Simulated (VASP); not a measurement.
TiC:

```
CELL_PARAMETERS angstrom
0.00000 2.13645 2.13645
2.13645 0.00000 2.13645
2.13645 2.13645 0.00000
ATOMIC_POSITIONS crystal
Ti 0.00000 0.00000 0.00000
C 0.50000 0.50000 0.50000
```

Base run:

```yaml
Program: VASP 6.6.1
Functional: b88 exchange, pbe correlation
Potentials_or_basis: VASP PAW PBE potentials, release 64 (Ti_sv, C)
Cutoff: 600 eV
k_mesh: 11 × 11 × 11
Occupations: fermi-dirac, width 0.05 eV
Spin: no spin polarisation
```

Its results: band gap on the k mesh zero (bands 8 and 9 overlap by 1.12 eV); pressure 11.6 GPa.

Problem. The run is repeated on the same cell with these changes: functional from b88 exchange, pbe correlation to HSE06; cutoff from 600 eV to 520 eV; k mesh from 11 × 11 × 11 to 6 × 6 × 6. What comes out?

Solution. Band gap on the k mesh zero (bands 8 and 9 overlap by 1.82 eV); pressure 6.6 GPa.

Several settings changed at once.

Caveats: some runs use coarse meshes; the PAW data sets were made with another functional, which shifts forces and pressure a little; the cell stands under pressure (at least some runs).
